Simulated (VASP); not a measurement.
# F (Im-3m) in VASP: further runs

Runs on F. Level: PBE. Tasks: single point.

Program: VASP 6.6.1. These are calculated values, not measurements. Logs are shortened: lines on timing, memory, paths and dates and some standing lists are left out, and cuts for length are marked.

### Step 1. The cell of the first run

Symmetry: Im-3m, No. 229, cubic system. The conventional cell has a = 2.059 Å, b = 2.059 Å, c = 2.059 Å, α = 90.00°, β = 90.00°, γ = 90.00°. Within 2.4 Å of F (site symmetry m-3m) lie 14 F at 1.78 to 2.06 Å.

### Step 2. Single point, PBE (volume scaled by 0.43)

Input file INCAR:

```
SYSTEM = F
  PREC = Accurate
  ENCUT = 520
  EDIFF = 1E-6
  ISMEAR = -1
  SIGMA = 0.08
  LREAL = .FALSE.
  LASPH = .TRUE.
  NELM = 100
  ALGO = Normal
  ISIF = 2
  LWAVE = .FALSE.
  LCHARG = .TRUE.
  GGA = PE
  LELF = .TRUE.
  LVHAR = .TRUE.
  NBANDS = 10
```

Input file KPOINTS:

```
Automatic mesh
0
G
  18 18 18
  0 0 0
```

Input file POSCAR:

```
F
1.0
   -1.0294772991      1.0294772991      1.0294772991
    1.0294772991     -1.0294772991      1.0294772991
    1.0294772991      1.0294772991     -1.0294772991
F
1
Direct
    0.0000000000      0.0000000000      0.0000000000
```

Potentials or basis: VASP PAW PBE potentials, release 64 (F).

Command:

```console
$ cat potpaw_PBE.64/F/POTCAR > POTCAR
$ mpirun -np 1 vasp_std > vasp.out
```

OUTCAR:

```text
SYSTEM = F
   PREC = Accurate
   ENCUT = 520
   EDIFF = 1E-6
   ISMEAR = -1
   LREAL = .FALSE.
   LASPH = .TRUE.
   NELM = 100
   ISIF = 2
   GGA = PE

 ion  position               nearest neighbor table
   1  0.000  0.000  0.000-

  LATTYP: Found a body centered cubic cell.
 ALAT       =     2.0589545982

  Lattice vectors:

 A1 = (  -1.0294772991,   1.0294772991,   1.0294772991)
 A2 = (   1.0294772991,  -1.0294772991,   1.0294772991)
 A3 = (   1.0294772991,   1.0294772991,  -1.0294772991)

Analysis of symmetry for initial positions (statically):
=====================================================================
 Subroutine PRICEL returns:
 Original cell was already a primitive cell.

 Routine SETGRP: Setting up the symmetry group for a
 body centered cubic supercell.

 Subroutine GETGRP returns: Found 48 space group operations
 (whereof 48 operations were pure point group operations)
 out of a pool of 48 trial point group operations.

The static configuration has the point symmetry O_h .

Analysis of symmetry for dynamics (positions and initial velocities):
=====================================================================
 Subroutine PRICEL returns:
 Original cell was already a primitive cell.

 Routine SETGRP: Setting up the symmetry group for a
 body centered cubic supercell.

 Subroutine GETGRP returns: Found 48 space group operations
 (whereof 48 operations were pure point group operations)
 out of a pool of 48 trial point group operations.

The dynamic configuration has the point symmetry O_h .

 Subroutine INISYM returns: Found 48 space group operations
 (whereof 48 operations are pure point group operations),
 and found     1 'primitive' translations

----------------------------------------------------------------------------------------

                                     Primitive cell

  volume of cell :       4.3643

  direct lattice vectors                    reciprocal lattice vectors
    -1.029477299  1.029477299  1.029477299     0.000000000  0.485683366  0.485683366
     1.029477299 -1.029477299  1.029477299     0.485683366  0.000000000  0.485683366
     1.029477299  1.029477299 -1.029477299     0.485683366  0.485683366  0.000000000

  length of vectors
     1.783106987  1.783106987  1.783106987     0.686860003  0.686860003  0.686860003

  position of ions in fractional coordinates (direct lattice)
     0.000000000  0.000000000  0.000000000

  ion indices of the primitive-cell ions
   primitive index   ion index
                 1           1

----------------------------------------------------------------------------------------

 KPOINTS: Automatic mesh

Automatic generation of k-mesh.
 Grid dimensions read from file:
 generate k-points for:   18   18   18

 Generating k-lattice:

  Cartesian coordinates                     Fractional coordinates (reciprocal lattice)
     0.000000000  0.026982409  0.026982409     0.055555556  0.000000000  0.000000000
     0.026982409  0.000000000  0.026982409     0.000000000  0.055555556  0.000000000
     0.026982409  0.026982409  0.000000000     0.000000000  0.000000000  0.055555556

  Length of vectors
     0.038158889  0.038158889  0.038158889

  Shift w.r.t. Gamma in fractional coordinates (k-lattice)
     0.000000000  0.000000000  0.000000000

 Subroutine IBZKPT returns following result:
 ===========================================

 Found    195 irreducible k-points:

 Following reciprocal coordinates:
            Coordinates               Weight
  0.000000  0.000000  0.000000      1.000000
  0.055556  0.000000  0.000000     12.000000
  0.111111  0.000000  0.000000     12.000000
  0.166667  0.000000  0.000000     12.000000
  0.222222  0.000000  0.000000     12.000000
  0.277778  0.000000  0.000000     12.000000
[... 16 lines left out ...]
  0.333333  0.111111  0.000000     48.000000
  0.388889  0.111111  0.000000     48.000000
 [... further k-points ...]
   k-points           NKPTS =    195   k-points in BZ     NKDIM =    195   number of bands    NBANDS=     10
   number of dos      NEDOS =    301   number of ions     NIONS =      1
   total plane-waves  NPLWV =   2744
   dimension x,y,z NGX =    14 NGY =   14 NGZ =   14
   dimension x,y,z NGXF=    28 NGYF=   28 NGZF=   28
   ions per type =               1
   NGX,Y,Z   is equivalent  to a cutoff of  13.05, 13.05, 13.05 a.u.
   NGXF,Y,Z  is equivalent  to a cutoff of  26.11, 26.11, 26.11 a.u.
 SYSTEM =  F
   PREC   = accura    normal or accurate (medium, high low for compatibility)
   ISTART =      0    job   : 0-new  1-cont  2-samecut
   ICHARG =      2    charge: 1-file 2-atom 10-const
   ISPIN  =      1    spin polarized calculation?
   LNONCOLLINEAR =      F non collinear calculations
   LSORBIT =      F    spin-orbit coupling
   LASPH  =      T    aspherical Exc in radial PAW
   ENCUT  =  520.0 eV  38.22 Ry    6.18 a.u.   3.32  3.32  3.32*2*pi/ulx,y,z
   NELM   =    100;   NELMIN=  2; NELMDL= -5     # of ELM steps
   EDIFF  = 0.1E-05   stopping-criterion for ELM
   LREAL  =      F    real-space projection
   EDIFFG = 0.1E-04   stopping-criterion for IOM
   NSW    =      0    number of steps for IOM
   IBRION =     -1    ionic relax: 0-MD 1-quasi-New 2-CG
   NFREE  =      0    steps in history (QN), initial steepest desc. (CG)
   ISIF   =      2    stress and relaxation
   ISYM   =      2    0-nonsym 1-usesym 2-fastsym
   POTIM  = 0.5000    time-step for ionic-motion
   TEBEG  =    0.0;   TEEND  =   0.0 temperature during run
   PSTRESS=    0.0 pullay stress
   NELECT =       7.0000    total number of electrons
   NUPDOWN=      -1.0000    fix difference up-down
   EMIN   =  10.00;   EMAX   =-10.00  energy-range for DOS
   EFERMI =   0.00;   METHOD = LEGACY
   ISMEAR =    -1;   SIGMA  =   0.08  broadening in eV -4-tet -1-fermi 0-gaus
   EFERMI_NEDOS =   21; number of points for ismear=-14 and -15
   IALGO  =     38    algorithm
   IMIX   =      4    mixing-type and parameters
     AMIX     =   0.40;   BMIX     =  1.00
     AMIX_MAG =   1.60;   BMIX_MAG =  1.00
  volume/ion in A,a.u.               =       4.36        29.45
  Fermi-wavevector in a.u.,A,eV,Ry     =   1.916332  3.621342 49.965057  3.672328
  Thomas-Fermi vector in A             =   2.951816
   LORBIT       =      0    0 simple, 1 ext, 2 COOP (PROOUT), +10 PAW based schemes
   GGA     = PE    functional components
   LHFCALC =     F    Hartree Fock is set to
   AEXX    =    0.0000 exact exchange contribution
   IVDW    =     0    specifies the selected vdW correction
   LEPSILON=     F    determine dielectric tensor
   LRPA    =     F    only Hartree local field effects (RPA)
 non-spin polarized calculation
  energy-cutoff  :      520.00
  volume of cell :        4.36
 maximum number of plane-waves:       135
 NGX is ok and might be reduce to    14
   NGX =  7   NGY =  7   NGZ =  7

 number of electron       6.9999987 magnetization

 Free energy of the ion-electron system (eV)
  ---------------------------------------------------
  ext. energy  EPLUGINS =         0.00000000
  ---------------------------------------------------
  free energy    TOTEN  =         2.19474553 eV

  energy without entropy =        2.21562666  energy(sigma->0) =        2.20518610

 E-fermi :   8.9767     XC(G=0): -15.6222

 val. band max:        8.9663645553   @ k =   0.2778   0.1111   0.0556
 cond. band min:       8.9775542739   @ k =   0.1667   0.1667   0.0556
 fundamental gap:      0.0111897186
 Fermi energy:         8.9767269351

 k-point     1 :       0.0000    0.0000    0.0000
  band No.  band energies     occupation
      1     -23.1363      2.00000
      2      10.5832      0.00000
      3      10.5832      0.00000
      4      10.5832      0.00000
      5      36.7632      0.00000
      6      57.7821      0.00000
      7      57.7822      0.00000
      8      57.7822      0.00000
      9      63.2173      0.00000
     10      63.2173      0.00000

 k-point     2 :       0.0556    0.0000    0.0000
  band No.  band energies     occupation
      1     -22.9779      2.00000
      2      10.2130      0.00000
      3      10.4624      0.00000
      4      10.5641      0.00000
      5      36.9725      0.00000
      6      56.2379      0.00000
      7      56.4925      0.00000
      8      58.2374      0.00000
      9      61.2222      0.00000
     10      61.9950      0.00000

 k-point     3 :       0.1111    0.0000    0.0000
  band No.  band energies     occupation
      1     -22.5052      2.00000
      2       9.1492      0.20765
      3      10.1227      0.00000
      4      10.5087      0.00000
      5      37.5433      0.00000
      6      52.3519      0.00000
      7      54.0258      0.00000
      8      59.5955      0.00000
      9      60.3836      0.00000
     10      61.2261      0.00000

 k-point     4 :       0.1667    0.0000    0.0000
  band No.  band energies     occupation
      1     -21.7300      2.00000
      2       7.5103      2.00000
      3       9.6205      0.00064
      4      10.4223      0.00000
      5      38.2478      0.00000
      6      48.5637      0.00000
      7      51.5272      0.00000
      8      59.2174      0.00000
      9      61.7411      0.00000
     10      62.3088      0.00000
[... 222 lines left out ...]
 k-point    22 :       0.2778    0.1111   -0.0000
  band No.  band energies     occupation
      1     -17.4983      2.00000
      2       0.8333      2.00000
      3       7.1558      2.00000
      4       9.5583      0.00139
      5      38.1398      0.00000
      6      43.5066      0.00000
      7      45.5325      0.00000
      8      59.4960      0.00000
      9      69.8809      0.00000
     10      72.0579      0.00000

 k-point    23 :       0.3333    0.1111    0.0000
  band No.  band energies     occupation
      1     -16.0196      2.00000
      2      -1.2319      2.00000
      3       6.6031      2.00000
      4       9.4328      0.00667
      5      37.0634      0.00000
      6      43.8484      0.00000
      7      44.9961      0.00000
      8      59.9848      0.00000
      9      71.9015      0.00000
     10      74.8161      0.00000

 k-point    24 :       0.3889    0.1111    0.0000
  band No.  band energies     occupation
      1     -14.7910      2.00000
      2      -2.8473      2.00000
      3       6.2574      2.00000
      4       9.3504      0.01855
      5      36.3516      0.00000
      6      43.8528      0.00000
      7      45.0105      0.00000
      8      60.4187      0.00000
      9      73.2561      0.00000
     10      75.1200      0.00000

 [... further k-points ...]
[... 5 lines left out ...]
  --------------------------------------------------------------------------------------
  -------------------------------------------------------------------------------------
  Total       10.3674087     10.3674087     10.3674087     -0.0000000     -0.0000000      0.0000000
  in kB     3806.0149112   3806.0149112   3806.0149112     -0.0000000     -0.0000000      0.0000000
  external PRESSURE =    3806.0149112 kB  Pullay stress =       0.0000000 kB

 VOLUME and BASIS-vectors are now :
 -----------------------------------------------------------------------------
  energy-cutoff  :      520.00
  volume of cell :        4.36
      direct lattice vectors                 reciprocal lattice vectors
    -1.029477299  1.029477299  1.029477299     0.000000000  0.485683366  0.485683366
     1.029477299 -1.029477299  1.029477299     0.485683366  0.000000000  0.485683366
     1.029477299  1.029477299 -1.029477299     0.485683366  0.485683366  0.000000000

 POSITION                                       TOTAL-FORCE (eV/Angst)
 -----------------------------------------------------------------------------------
      0.00000      0.00000      0.00000         0.000000      0.000000      0.000000
 -----------------------------------------------------------------------------------
    total drift:                               -0.000000     -0.000000      0.000000

  FREE ENERGIE OF THE ION-ELECTRON SYSTEM (eV)
  ---------------------------------------------------
  free  energy   TOTEN  =         2.1947455264 eV

  energy  without entropy=        2.2156266648  energy(sigma->0) =        2.20518610
```

It took 3 s on 1 thread of Intel Xeon Platinum 8488C (Sapphire Rapids), shared host; peak memory 0.11 GiB.

Results:

| Quantity | Value |
| --- | --- |
| Free energy | 2.1947 eV |
| Pressure | 380.6 GPa |

Levels at points of the mesh, in eV from the Fermi level:
```
           k point  band 1  band 2  band 3  band 4  band 5  band 6  band 7
(0.00, 0.00, 0.00)  -32.11    1.61    1.61    1.61   27.79   48.81   48.81
(0.50, 0.00, 0.00)  -23.53  -12.93   -1.84    0.92   26.02   35.09   36.73
(0.50, 0.50, 0.50)  -18.42   -6.57   -6.57   -6.57   20.64   20.64   50.79
```

Caveat: an odd number of electrons without spin polarisation forces a metal; a magnetic or distorted state may lie lower.

### Step 3. Single point, PBE (volume scaled by 0.5)

Input file INCAR:

```
SYSTEM = F
PREC = Accurate
ENCUT = 520
EDIFF = 1E-6
ISMEAR = -1
SIGMA = 0.08
LREAL = .False.
LASPH = .True.
NELM = 80
ALGO = Normal
ISIF = 2
LWAVE = .False.
LCHARG = .False.
GGA = PE
NBANDS = 10
```

Input file KPOINTS:

```
Automatic mesh
0
Gamma
  18 18 18
  0 0 0
```

Input file POSCAR:

```
F
1.0
   -1.0825566298      1.0825566298      1.0825566298
    1.0825566298     -1.0825566298      1.0825566298
    1.0825566298      1.0825566298     -1.0825566298
F
1
Direct
    0.0000000000      0.0000000000      0.0000000000
```

Potentials or basis: VASP PAW PBE potentials, release 64 (F).

Command:

```console
$ cat potpaw_PBE.64/F/POTCAR > POTCAR
$ mpirun -np 1 vasp_std > vasp.out
```

Wall time 2.8 s (1 thread of Intel Xeon Platinum 8488C (Sapphire Rapids), shared host); peak memory 0.11 GiB.

It converged, with:

| Item | Value |
| --- | --- |
| Free energy | 0.8985 eV |
| Pressure | 217.5 GPa |

Levels at points of the mesh, in eV from the Fermi level:
| k point | band 2 | band 3 | band 4 | band 5 | band 6 | band 7 |
| --- | --- | --- | --- | --- | --- | --- |
| (0.00, 0.00, 0.00) | 1.29 | 1.29 | 1.29 | 23.93 | 46.31 | 46.31 |
| (0.50, 0.00, 0.00) | -10.61 | -1.51 | 0.77 | 24.71 | 33.38 | 33.96 |
| (0.50, 0.50, 0.50) | -5.38 | -5.38 | -5.38 | 20.91 | 20.91 | 46.54 |

Caveat: an odd number of electrons without spin polarisation forces a metal; a magnetic or distorted state may lie lower.

[end of part 1 of 2]
